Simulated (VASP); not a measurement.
Here is a VASP 6.6.1 calculation.

INCAR

```
PREC     = Accurate       # precision mode
ENCUT    = 520            # plane-wave cutoff, eV
EDIFF    = 1E-7           # SCF threshold, eV
ISMEAR   = -1             # smearing method
SIGMA    = 0.1            # smearing width, eV
LREAL    = F              # projectors in reciprocal space
LASPH    = T              # aspherical terms in the spheres
NELM     = 100            # most SCF steps
ALGO     = Normal         # electronic algorithm
ISIF     = 2              # what is computed and relaxed
LWAVE    = F              # write WAVECAR
LCHARG   = F              # write CHGCAR
GGA      = B5             # functional
ALDAX    = 1.0          
AGGAX    = 1.0          
AGGAC    = 1.0          
ALDAC    = 0.0          
NBANDS   = 12             # bands
```

File KPOINTS:

```
regular mesh
0
Gamma
  9 9 12
```

File POSCAR:

```
Al
1.0
    4.7965610665      0.0000000000      0.0000000000
   -2.3982805333      4.1539437344      0.0000000000
    0.0000000000      0.0000000000      3.0074188309
Al
3
Direct
    0.0000000000      1.0000000000      0.0000000000
    0.3333333333      0.6666666667      0.5000000000
    0.6666666667      0.3333333333      0.5000000000
```

Potentials or basis: VASP PAW PBE potentials, release 64 (Al).

Command:

```bash
$ cat potpaw_PBE.64/Al/POTCAR > POTCAR
$ mpirun -np 1 vasp_std > vasp.out
```

(1) What does it give for the pressure?

Results:

(1) -3.0 GPa.

Caveat: the PAW data sets were made with another functional, which shifts forces and pressure a little.
